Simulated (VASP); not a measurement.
# Hg3P2 (Pm-3m) in VASP: further runs

Hg3P2 is run at these levels: PBE; tasks: single point, relaxation of cell and atoms.

Everything below comes from runs of VASP 6.6.1. Logs are shortened: lines on timing, memory, paths and dates and some standing lists are left out, and cuts for length are marked.

### 1 The cell of the first run

It takes space group Pm-3m (No. 221, cubic). Conventional cell: a = 5.051 Å, b = 5.051 Å, c = 5.051 Å, α = 90.00°, β = 90.00°, γ = 90.00°. Hg (site symmetry 4/mmm) has 2 P at 2.53 Å within 3.3 Å. Within 4.7 Å of P (site symmetry m-3m) lie 12 Hg at 3.57 Å and 8 P at 4.37 Å. Within 3.3 Å of P (site symmetry m-3m) lie 6 Hg at 2.53 Å.

The cell was built from a structure type or drawn by symmetry, and may not be a known phase.

### 2 Single point, PBE

Contents of INCAR:

```
ALGO = Normal
EDIFF = 1E-6
ENCUT = 520
GGA = PE
ISIF = 2
ISMEAR = 0
LASPH = T
LCHARG = F
LREAL = F
LWAVE = F
NBANDS = 31
NELM = 80
PREC = Accurate
SIGMA = 0.1
```

Contents of KPOINTS:

```
k-points
0
Gamma
  4 4 4
```

Contents of POSCAR:

```
Hg3P2
1.0
    5.0513416424      0.0000000000      0.0000000000
    0.0000000000      5.0513416424      0.0000000000
    0.0000000000      0.0000000000      5.0513416424
Hg P
3 2
Direct
    0.0000000000      0.5000000000      0.5000000000
    0.5000000000      0.0000000000      0.5000000000
    0.5000000000      0.5000000000      0.0000000000
    0.0000000000      0.0000000000      0.0000000000
    0.5000000000      0.5000000000      0.5000000000
```

Potentials or basis: VASP PAW PBE potentials, release 64 (Hg, P).

Command:

```
$ cat potpaw_PBE.64/Hg/POTCAR potpaw_PBE.64/P/POTCAR > POTCAR
$ mpirun -np 1 vasp_std > vasp.out
```

OUTCAR:

```text
EDIFF = 1E-6
   ENCUT = 520
   GGA = PE
   ISIF = 2
   ISMEAR = 0
   LASPH = T
   LREAL = F
   NELM = 80
   PREC = Accurate

 ion  position               nearest neighbor table
   1  0.000  0.500  0.500-   5 2.53   5 2.53   2 3.57   3 3.57   2 3.57   2 3.57   3 3.57   3 3.57
                             3 3.57   2 3.57
   2  0.500  0.000  0.500-   5 2.53   5 2.53   1 3.57   3 3.57   1 3.57   3 3.57   3 3.57   3 3.57
                             1 3.57   1 3.57
   3  0.500  0.500  0.000-   5 2.53   5 2.53   1 3.57   1 3.57   2 3.57   2 3.57   2 3.57   2 3.57
                             1 3.57   1 3.57
   4  0.000  0.000  0.000-
   5  0.500  0.500  0.500-   1 2.53   2 2.53   3 2.53   3 2.53   2 2.53   1 2.53

  LATTYP: Found a simple cubic cell.
 ALAT       =     5.0513416424

  Lattice vectors:

 A1 = (   5.0513416424,   0.0000000000,   0.0000000000)
 A2 = (   0.0000000000,   5.0513416424,   0.0000000000)
 A3 = (   0.0000000000,   0.0000000000,   5.0513416424)

Analysis of symmetry for initial positions (statically):
=====================================================================
 Subroutine PRICEL returns:
 Original cell was already a primitive cell.

 Routine SETGRP: Setting up the symmetry group for a
 simple cubic supercell.

 Subroutine GETGRP returns: Found 48 space group operations
 (whereof 48 operations were pure point group operations)
 out of a pool of 48 trial point group operations.

The static configuration has the point symmetry O_h .

Analysis of symmetry for dynamics (positions and initial velocities):
=====================================================================
 Subroutine PRICEL returns:
 Original cell was already a primitive cell.

 Routine SETGRP: Setting up the symmetry group for a
 simple cubic supercell.

 Subroutine GETGRP returns: Found 48 space group operations
 (whereof 48 operations were pure point group operations)
 out of a pool of 48 trial point group operations.

The dynamic configuration has the point symmetry O_h .

 Subroutine INISYM returns: Found 48 space group operations
 (whereof 48 operations are pure point group operations),
 and found     1 'primitive' translations

----------------------------------------------------------------------------------------

                                     Primitive cell

  volume of cell :     128.8903

  direct lattice vectors                    reciprocal lattice vectors
     5.051341642  0.000000000  0.000000000     0.197967208  0.000000000  0.000000000
     0.000000000  5.051341642  0.000000000     0.000000000  0.197967208  0.000000000
     0.000000000  0.000000000  5.051341642     0.000000000  0.000000000  0.197967208

  length of vectors
     5.051341642  5.051341642  5.051341642     0.197967208  0.197967208  0.197967208

  position of ions in fractional coordinates (direct lattice)
     0.000000000  0.500000000  0.500000000
     0.500000000  0.000000000  0.500000000
     0.500000000  0.500000000  0.000000000
     0.000000000  0.000000000  0.000000000
     0.500000000  0.500000000  0.500000000

  ion indices of the primitive-cell ions
   primitive index   ion index
                 1           1
                 2           2
                 3           3
                 4           4
                 5           5

----------------------------------------------------------------------------------------

 KPOINTS: k-points

Automatic generation of k-mesh.
 Grid dimensions read from file:
 generate k-points for:    4    4    4

 Generating k-lattice:

  Cartesian coordinates                     Fractional coordinates (reciprocal lattice)
     0.049491802  0.000000000  0.000000000     0.250000000  0.000000000  0.000000000
     0.000000000  0.049491802  0.000000000     0.000000000  0.250000000  0.000000000
     0.000000000  0.000000000  0.049491802     0.000000000  0.000000000  0.250000000

  Length of vectors
     0.049491802  0.049491802  0.049491802

  Shift w.r.t. Gamma in fractional coordinates (k-lattice)
     0.000000000  0.000000000  0.000000000

 Subroutine IBZKPT returns following result:
 ===========================================

 Found     10 irreducible k-points:

 Following reciprocal coordinates:
            Coordinates               Weight
  0.000000  0.000000  0.000000      1.000000
  0.250000  0.000000  0.000000      6.000000
  0.500000  0.000000  0.000000      3.000000
  0.250000  0.250000  0.000000     12.000000
  0.500000  0.250000  0.000000     12.000000
  0.500000  0.500000  0.000000      3.000000
  0.250000  0.250000  0.250000      8.000000
  0.500000  0.250000  0.250000     12.000000
  0.500000  0.500000  0.250000      6.000000
  0.500000  0.500000  0.500000      1.000000
   k-points           NKPTS =     10   k-points in BZ     NKDIM =     10   number of bands    NBANDS=     31
   number of dos      NEDOS =    301   number of ions     NIONS =      5
   total plane-waves  NPLWV =  64000
   dimension x,y,z NGX =    40 NGY =   40 NGZ =   40
   dimension x,y,z NGXF=    80 NGYF=   80 NGZF=   80
   ions per type =               3   2
   NGX,Y,Z   is equivalent  to a cutoff of  13.16, 13.16, 13.16 a.u.
   NGXF,Y,Z  is equivalent  to a cutoff of  26.33, 26.33, 26.33 a.u.
 SYSTEM =  unknown system
   PREC   = accura    normal or accurate (medium, high low for compatibility)
   ISTART =      0    job   : 0-new  1-cont  2-samecut
   ICHARG =      2    charge: 1-file 2-atom 10-const
   ISPIN  =      1    spin polarized calculation?
   LNONCOLLINEAR =      F non collinear calculations
   LSORBIT =      F    spin-orbit coupling
   LASPH  =      T    aspherical Exc in radial PAW
   ENCUT  =  520.0 eV  38.22 Ry    6.18 a.u.   9.39  9.39  9.39*2*pi/ulx,y,z
   NELM   =     80;   NELMIN=  2; NELMDL= -5     # of ELM steps
   EDIFF  = 0.1E-05   stopping-criterion for ELM
   LREAL  =      F    real-space projection
   EDIFFG = 0.1E-04   stopping-criterion for IOM
   NSW    =      0    number of steps for IOM
   IBRION =     -1    ionic relax: 0-MD 1-quasi-New 2-CG
   NFREE  =      0    steps in history (QN), initial steepest desc. (CG)
   ISIF   =      2    stress and relaxation
   ISYM   =      2    0-nonsym 1-usesym 2-fastsym
   POTIM  = 0.5000    time-step for ionic-motion
   TEBEG  =    0.0;   TEEND  =   0.0 temperature during run
   PSTRESS=    0.0 pullay stress
   NELECT =      46.0000    total number of electrons
   NUPDOWN=      -1.0000    fix difference up-down
   EMIN   =  10.00;   EMAX   =-10.00  energy-range for DOS
   EFERMI =   0.00;   METHOD = LEGACY
   ISMEAR =     0;   SIGMA  =   0.10  broadening in eV -4-tet -1-fermi 0-gaus
   EFERMI_NEDOS =   21; number of points for ismear=-14 and -15
   IALGO  =     38    algorithm
   IMIX   =      4    mixing-type and parameters
     AMIX     =   0.40;   BMIX     =  1.00
     AMIX_MAG =   1.60;   BMIX_MAG =  1.00
  volume/ion in A,a.u.               =      25.78       173.96
  Fermi-wavevector in a.u.,A,eV,Ry     =   1.161237  2.194419 18.347053  1.348470
  Thomas-Fermi vector in A             =   2.297811
   LORBIT       =      0    0 simple, 1 ext, 2 COOP (PROOUT), +10 PAW based schemes
   GGA     = PE    functional components
   LHFCALC =     F    Hartree Fock is set to
   AEXX    =    0.0000 exact exchange contribution
   IVDW    =     0    specifies the selected vdW correction
   LEPSILON=     F    determine dielectric tensor
   LRPA    =     F    only Hartree local field effects (RPA)
 non-spin polarized calculation
 Gauss-broadening in eV      SIGMA  =   0.10
  energy-cutoff  :      520.00
  volume of cell :      128.89
 maximum number of plane-waves:      3495
 NGX is ok and might be reduce to    40
   NGX = 19   NGY = 19   NGZ = 19

 number of electron      46.0000015 magnetization

 Free energy of the ion-electron system (eV)
  ---------------------------------------------------
  ext. energy  EPLUGINS =         0.00000000
  ---------------------------------------------------
  free energy    TOTEN  =        -7.63581760 eV

  energy without entropy =       -7.59027804  energy(sigma->0) =       -7.61304782

 E-fermi :   2.4774     XC(G=0):  -9.6658

 val. band max:        2.4631895286   @ k =   0.2500   0.2500   0.2500
 cond. band min:       2.4902578869   @ k =   0.5000   0.2500   0.0000
 fundamental gap:      0.0270683584
 Fermi energy:         2.4773845957

 k-point     1 :       0.0000    0.0000    0.0000
  band No.  band energies     occupation
      1     -10.6700      2.00000
      2      -6.4101      2.00000
      3      -5.0844      2.00000
      4      -5.0844      2.00000
      5      -5.0844      2.00000
      6      -4.7617      2.00000
[... 23 lines left out ...]
     30       9.0724      0.00000
     31       9.0724      0.00000

 k-point     2 :       0.2500    0.0000    0.0000
  band No.  band energies     occupation
      1     -10.4600      2.00000
      2      -6.2922      2.00000
      3      -5.3241      2.00000
      4      -5.0684      2.00000
      5      -4.9987      2.00000
      6      -4.9987      2.00000
[... 23 lines left out ...]
     30       8.2569      0.00000
     31       8.2578      0.00000

 k-point     3 :       0.5000    0.0000    0.0000
  band No.  band energies     occupation
      1     -10.2071      2.00000
      2      -6.2493      2.00000
      3      -5.8584      2.00000
      4      -5.0518      2.00000
      5      -4.7880      2.00000
      6      -4.7880      2.00000
[... 23 lines left out ...]
     30       7.2938      0.00000
     31       7.2938      0.00000

 k-point     4 :       0.2500    0.2500    0.0000
  band No.  band energies     occupation
      1     -10.2374      2.00000
      2      -6.1955      2.00000
      3      -5.5271      2.00000
      4      -5.3501      2.00000
      5      -5.0865      2.00000
      6      -4.8974      2.00000
[... 23 lines left out ...]
     30       7.4160      0.00000
     31       8.1987      0.00000

 k-point     5 :       0.5000    0.2500    0.0000
  band No.  band energies     occupation
      1      -9.9647      2.00000
      2      -6.2049      2.00000
      3      -5.9563      2.00000
      4      -5.5111      2.00000
      5      -5.0857      2.00000
      6      -4.7090      2.00000
[... 23 lines left out ...]
     30       7.4050      0.00000
     31       7.8189      0.00000

 k-point     6 :       0.5000    0.5000    0.0000
  band No.  band energies     occupation
      1      -9.6587      2.00000
      2      -6.1727      2.00000
      3      -6.1727      2.00000
      4      -6.0263      2.00000
      5      -5.1127      2.00000
      6      -4.5902      2.00000
[... 23 lines left out ...]
     30       8.2177      0.00000
     31       8.5546      0.00000

 k-point     7 :       0.2500    0.2500    0.2500
  band No.  band energies     occupation
      1      -9.9995      2.00000
      2      -6.1395      2.00000
      3      -5.6534      2.00000
      4      -5.6534      2.00000
      5      -5.2684      2.00000
      6      -4.7656      2.00000
[... 23 lines left out ...]
     30       9.2178      0.00000
     31       9.2178      0.00000

 k-point     8 :       0.5000    0.2500    0.2500
  band No.  band energies     occupation
      1      -9.7012      2.00000
      2      -6.2319      2.00000
      3      -6.0351      2.00000
      4      -5.7501      2.00000
      5      -5.3954      2.00000
      6      -4.6662      2.00000
[... 23 lines left out ...]
     30       8.5446      0.00000
     31       8.7220      0.00000

 k-point     9 :       0.5000    0.5000    0.2500
  band No.  band energies     occupation
      1      -9.3571      2.00000
      2      -6.2728      2.00000
      3      -6.2728      2.00000
      4      -6.0877      2.00000
      5      -5.6127      2.00000
      6      -4.5732      2.00000
[... 23 lines left out ...]
     30       8.1925      0.00000
     31       8.4943      0.00000

 k-point    10 :       0.5000    0.5000    0.5000
  band No.  band energies     occupation
      1      -8.9335      2.00000
      2      -6.3606      2.00000
      3      -6.3606      2.00000
      4      -6.3606      2.00000
      5      -6.1414      2.00000
      6      -4.5528      2.00000
[... 23 lines left out ...]
     30       8.1672      0.00000
     31       8.1672      0.00000

------------------------ aborting loop because EDIFF is reached ----------------------------------------

  FORCE on cell =-STRESS in cart. coord.  units (eV):
  Direction    XX          YY          ZZ          XY          YZ          ZX
  --------------------------------------------------------------------------------------
  -------------------------------------------------------------------------------------
  Total        0.1566103      0.1566103      0.1566103     -0.0000000      0.0000000     -0.0000000
  in kB        1.9467524      1.9467524      1.9467524     -0.0000000      0.0000000     -0.0000000
  external PRESSURE =       1.9467524 kB  Pullay stress =       0.0000000 kB

 VOLUME and BASIS-vectors are now :
 -----------------------------------------------------------------------------
  energy-cutoff  :      520.00
  volume of cell :      128.89
      direct lattice vectors                 reciprocal lattice vectors
     5.051341642  0.000000000  0.000000000     0.197967208  0.000000000  0.000000000
     0.000000000  5.051341642  0.000000000     0.000000000  0.197967208  0.000000000
     0.000000000  0.000000000  5.051341642     0.000000000  0.000000000  0.197967208

 POSITION                                       TOTAL-FORCE (eV/Angst)
 -----------------------------------------------------------------------------------
      0.00000      2.52567      2.52567         0.000000      0.000000      0.000000
      2.52567      0.00000      2.52567         0.000000      0.000000      0.000000
      2.52567      2.52567      0.00000         0.000000      0.000000      0.000000
      0.00000      0.00000      0.00000         0.000000      0.000000      0.000000
      2.52567      2.52567      2.52567         0.000000      0.000000      0.000000
 -----------------------------------------------------------------------------------
    total drift:                               -0.000000     -0.000000     -0.000000

  FREE ENERGIE OF THE ION-ELECTRON SYSTEM (eV)
  ---------------------------------------------------
  free  energy   TOTEN  =        -7.6358176037 eV

  energy  without entropy=       -7.5902780351  energy(sigma->0) =       -7.61304782
```

Run time: 37 s. Hardware: 1 thread of Intel Xeon Platinum 8259CL at 2.50GHz (Skylake/Cascade Lake), shared host; peak memory 0.24 GiB.

What came out:

| Quantity | Value |
| --- | --- |
| Free energy | -7.6358 eV |
| Pressure | 0.2 GPa |
| Band gap on the k mesh | zero (bands 23 and 24 overlap by 0.30 eV) |

Levels at points of the mesh, in eV from the Fermi level:
```
           k point  band 19  band 20  band 21  band 22  band 23  band 24  band 25  band 26  band 27  band 28
(0.00, 0.00, 0.00)    -4.01    -4.01    -1.95    -1.95    -0.81    -0.24    -0.24    -0.24     5.86     5.86
(0.50, 0.00, 0.00)    -3.18    -3.18    -2.51    -1.84    -0.21    -0.21     1.72     3.55     3.93     4.64
(0.50, 0.50, 0.00)    -4.87    -2.52    -2.08     0.06     0.06     0.29     0.83     3.29     3.29     4.64
(0.50, 0.50, 0.50)    -4.07    -4.07    -1.93    -1.93    -1.93     3.75     3.75     3.75     4.39     4.39
```

Caveat: spin-orbit coupling is left out, which moves the levels of the heavy elements.

[end of part 1 of 2]
